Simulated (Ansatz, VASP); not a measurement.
## TePb in VASP and in Ansatz

POSCAR

```
TePb
1.0
    0.0000000000      3.2678368409      3.2678368409
    3.2678368409      0.0000000000      3.2678368409
    3.2678368409      3.2678368409      0.0000000000
Pb Te
1 1
Direct
    0.0000000000      0.0000000000      0.0000000000
    0.5000000000      0.5000000000      0.5000000000
```

Contents of INCAR.step1:

```
PREC = Accurate ; ENCUT = 520
ISMEAR = 0 ; SIGMA = 0.01
LREAL = False ; LASPH = True
NELM = 60 ; NBANDS = 17
GGA = PE ; ALGO = Normal
EDIFF = 1E-4 ; LWAVE = True
LCHARG = False
```

Contents of INCAR.step2:

```
PREC = Accurate ; ENCUT = 520
EDIFF = 1E-7 ; ISMEAR = 0
SIGMA = 0.01 ; LREAL = False
LASPH = True ; NELM = 60
ALGO = Normal ; ISIF = 2
LWAVE = False ; LCHARG = False
METAGGA = R2SCAN ; LMIXTAU = True
NBANDS = 17 ; ISTART = 1
```

KPOINTS

```
Automatic mesh
0
Gamma
  8 8 8
```

Input for Ansatz:

```yaml
crystal:
  lattice:
    - [0.0, 3.2678368409, 3.2678368409]
    - [3.2678368409, 0.0, 3.2678368409]
    - [3.2678368409, 3.2678368409, 0.0]
  atoms:
    - { symbol: Pb, position: [0.0, 0.0, 0.0] }
    - { symbol: Te, position: [0.5, 0.5, 0.5] }
kpoints:
  mp_grid: { grid: [8, 8, 8] }
  band_path:
    path:
      - [0.0, 0.0, 0.0]
      - [0.5, 0.0, 0.5]
      - [0.625, 0.25, 0.625]
      - [0.375, 0.375, 0.75]
      - [0.5, 0.5, 0.5]
      - [0.5, 0.25, 0.75]
      - [0.0, 0.0, 0.5]
    npoints: 1
hamiltonian:
  xc: r2scan
scf:
  occupations: { method: fixed }
  n_extra_bands: 4
output:
  forces: true
  stress: true
  eigenvalues: true
```

Alike in both runs: task single point; functional r2SCAN; k mesh 8 × 8 × 8; no spin polarisation.

|  | VASP | Ansatz |
| --- | --- | --- |
| version | VASP 6.6.1 | Ansatz 0.2.0 |
| potentials or method | VASP PAW PBE potentials, release 64 (Pb_d, Te) | plane waves, PAW |
| plane-wave cutoff (eV) | 520 | 500 |
| occupations | gaussian, width 0.01 eV | fixed |
| valence electrons in the cell | 20 | 30 |

|  | VASP | Ansatz | Ansatz less VASP |
| --- | --- | --- | --- |
| gap on the k mesh at the Fermi level (eV) | 1.09 | 1.09 | -0.004 |
| pressure (GPa) | 0.0 | 0.0 | +0.01 |

VASP's potentials were made for PBE, not for r2SCAN. VASP's potentials hold 20 valence electrons a cell and Ansatz's 30, so a difference there can come from the potentials and not from the codes.

Spin-orbit coupling is off throughout.
